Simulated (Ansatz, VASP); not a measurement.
Al2Cu in VASP and in Ansatz

```
Al Cu
1.0
     4.08803    0.00000    0.00000
     0.00000    4.08803    0.00000
     0.00000    0.00000    2.85133
Al Cu
2 1
Direct
  0.50000 0.00000 0.50000
  0.00000 0.50000 0.50000
  0.00000 0.00000 0.00000
```

Alike in both runs: functional r2SCAN; k mesh 10 × 10 × 14; occupations gaussian, width 0.1 eV; no spin polarisation.

Ansatz relaxed the structure, and its values are those at the end. VASP's run is a single point on that final structure, the one shown.

|  | VASP | Ansatz |
| --- | --- | --- |
| version | VASP 6.6.1 | Ansatz 0.2.0 |
| potentials or method | VASP PAW PBE potentials, release 64 (Al, Cu), cutoff 520 eV | scalar-relativistic, plane waves, PAW |
| valence electrons in the cell | 17 | 25 |

|  | VASP | Ansatz | Ansatz less VASP |
| --- | --- | --- | --- |
| gap on the k mesh at the Fermi level (eV) | none | none | - |
| pressure (GPa) | -0.1 | 0.0 | +0.14 |

VASP's potentials were made for PBE, not for r2SCAN. A gap of «none» marks a metal or a gap that the smearing closes. The functional is the same, so the differences come from potentials, cutoffs and numerics. VASP's potentials hold 17 valence electrons a cell and Ansatz's 25, so a difference there can come from the potentials and not from the codes.
